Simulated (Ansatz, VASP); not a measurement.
# Two plane-wave programs on PbO2

```
CELL_PARAMETERS angstrom
4.95780 0.00000 0.00000
0.00000 4.95780 0.00000
0.00000 0.00000 3.38780
ATOMIC_POSITIONS crystal
Pb 0.00000 0.00000 0.00000
Pb 0.50000 0.50000 0.50000
O 0.30670 0.30670 0.00000
O 0.19330 0.80670 0.50000
O 0.69330 0.69330 0.00000
O 0.80670 0.19330 0.50000
```

Alike in both runs: task electric field gradients; functional r2SCAN; k mesh 5 × 5 × 7; occupations fermi-dirac, width 0.02 eV; no spin polarisation.

|  | VASP | Ansatz |
| --- | --- | --- |
| version | VASP 6.6.1 | Ansatz 0.2.0 |
| potentials or method | VASP PAW PBE potentials, release 64 (Pb_d, O) | plane-wave PAW, scalar-relativistic |
| plane-wave cutoff (eV) | 520 | 500 |
| valence electrons in the cell | 52 | 52 |

VASP gave:

| Quantity | Value |
| --- | --- |
| pressure (GPa) | 3.4 |
| traceless stress, the component that is largest in VASP (GPa) | 0.73 |
| rms of the force components (eV/Å) | 0.004 |
| size of Vzz on the site where it differs most (V/Å²) | 135.0 |

Q: Which values does Ansatz return?

A: Pressure (GPa): 2.4; traceless stress, the component that is largest in VASP (GPa): 0.45; rms of the force components (eV/Å): 0.011; size of Vzz on the site where it differs most (V/Å²): 132.7.

VASP's potentials were made for PBE, not for r2SCAN. Atom by atom the forces differ by 0.007 eV/Å (rms over components). With one functional, cell and mesh, what is left measures potentials, basis and numerics.

Neither program's run includes spin-orbit coupling.
